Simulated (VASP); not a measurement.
Set up this calculation in VASP 6.6.1, as the native input.

* Task: single point
* Functional: PBE
* Potentials or basis: VASP PAW PBE potentials, release 64 (Cs_sv, Sn_d, I)
* Cutoff: 520 eV
* k mesh: 4 × 4 × 4
* Occupations: gaussian, width 0.01 eV
* Spin: no spin polarisation
* Dipole correction: no
* Further INCAR settings: ALGO = Normal; EDIFF = 1e-06; NBANDS = 30

The structure of CsSnI3 lies in POSCAR:

```
CsSnI3
1.0
    6.1695175952      0.0000000000      0.0000000000
    0.0000000000      6.1695175952      0.0000000000
    0.0000000000      0.0000000000      6.1695175952
Cs Sn I
1 1 3
Direct
    0.0000000000      0.0000000000      0.0000000000
    0.5000000000      0.5000000000      0.5000000000
    0.5000000000      0.5000000000      0.0000000000
    0.5000000000      0.0000000000      0.5000000000
    0.0000000000      0.5000000000      0.5000000000
```

These files were run (other wordings do the same):

INCAR

```
  ALGO = Normal
  EDIFF = 1E-6
  ENCUT = 520
  GGA = PE
  ISIF = 2
  ISMEAR = 0
  LASPH = True
  LCHARG = False
  LREAL = False
  LWAVE = False
  NBANDS = 30
  NELM = 60
  PREC = Accurate
  SIGMA = 0.01
```

KPOINTS

```
k-points
0
Gamma
  4 4 4
```

Potentials or basis: VASP PAW PBE potentials, release 64 (Cs_sv, Sn_d, I).

Command:

```sh
$ cat potpaw_PBE.64/Cs_sv/POTCAR potpaw_PBE.64/Sn_d/POTCAR potpaw_PBE.64/I/POTCAR > POTCAR
$ mpirun -np 1 vasp_std > vasp.out
```

It gave:

```json
{
  "Pressure": "1.2 GPa",
  "Band gap on the k mesh": "0.22 eV"
}
```

Caveat: semilocal functionals underestimate gaps, and a narrow one can read as zero; spin-orbit coupling is left out, which moves the levels of the heavy elements.

It took 2.2 min on 1 thread of Intel Xeon 8259CL, with other jobs on the host, peak memory 0.35 GiB.
